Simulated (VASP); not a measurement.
## Bi: single point with PBEsol

The system is Bi.

```
Bi
1.0
     3.25982    0.00000    0.00000
     0.00000    3.24298    0.00000
    -0.08099    0.00000    6.48656
Bi
2
Direct
  0.54425 0.00000 0.74958
  0.45575 0.00000 0.25042
```

* Program: VASP 6.6.1
* Task: single point
* Functional: PBEsol
* Potentials or basis: VASP PAW PBE potentials, release 64 (Bi_d)
* Cutoff: 520 eV
* k mesh: 8 × 8 × 4
* Occupations: fermi-dirac, width 0.05 eV
* Spin: no spin polarisation

| Quantity | Value |
| --- | --- |
| Pressure | -1.5 GPa |
| Largest force | 0.015 eV/Å |
| Band gap on the k mesh | zero (band 15 reaches 10.25 eV, above the bottom of band 16 at 4.07 eV) |

Forces in eV/Å, atoms in the order of the input:
```
Bi  -0.002  0.000 -0.015
Bi   0.002  0.000  0.015
```

Stress tensor (GPa, compression positive):
```
-1.67  0.00 -0.09
 0.00 -0.96  0.00
-0.09  0.00 -1.89
```

Levels at points of the mesh, in eV from the Fermi level:
| k point | band 12 | band 13 | band 14 | band 15 | band 16 | band 17 | band 18 | band 19 |
| --- | --- | --- | --- | --- | --- | --- | --- | --- |
| (0.00, 0.00, 0.00) | -11.19 | -4.93 | 3.19 | 3.23 | 3.25 | 4.75 | 5.14 | 6.37 |
| (0.50, 0.00, 0.00) | -9.40 | -4.89 | -3.12 | -2.99 | 2.41 | 5.13 | 5.40 | 7.02 |
| (0.00, 0.50, 0.00) | -9.30 | -4.94 | -3.06 | -3.04 | 2.74 | 5.09 | 5.13 | 6.74 |
| (0.50, 0.50, 0.00) | -7.48 | -3.07 | -3.00 | -1.37 | -1.34 | -1.21 | 2.78 | 4.95 |
| (0.00, 0.00, 0.50) | -12.33 | -1.78 | -1.74 | 3.86 | 3.94 | 4.04 | 4.06 | 7.52 |
| (0.50, 0.00, 0.50) | -10.48 | -4.21 | -4.19 | 0.18 | 0.27 | 5.37 | 5.42 | 5.93 |
| (0.00, 0.50, 0.50) | -10.44 | -4.18 | -4.16 | 0.20 | 0.24 | 5.42 | 5.43 | 5.79 |
| (0.50, 0.50, 0.50) | -8.58 | -2.36 | -2.35 | -2.33 | -2.32 | 2.10 | 2.20 | 3.46 |

It took 41 s on 1 thread of Intel(R) Xeon(R) Platinum 8488C (Sapphire Rapids), with other jobs on the host, peak memory 0.23 GiB.

Caveat: the PAW data sets were made with another functional, which shifts forces and pressure a little; spin-orbit coupling is left out, which moves the levels of the heavy elements.
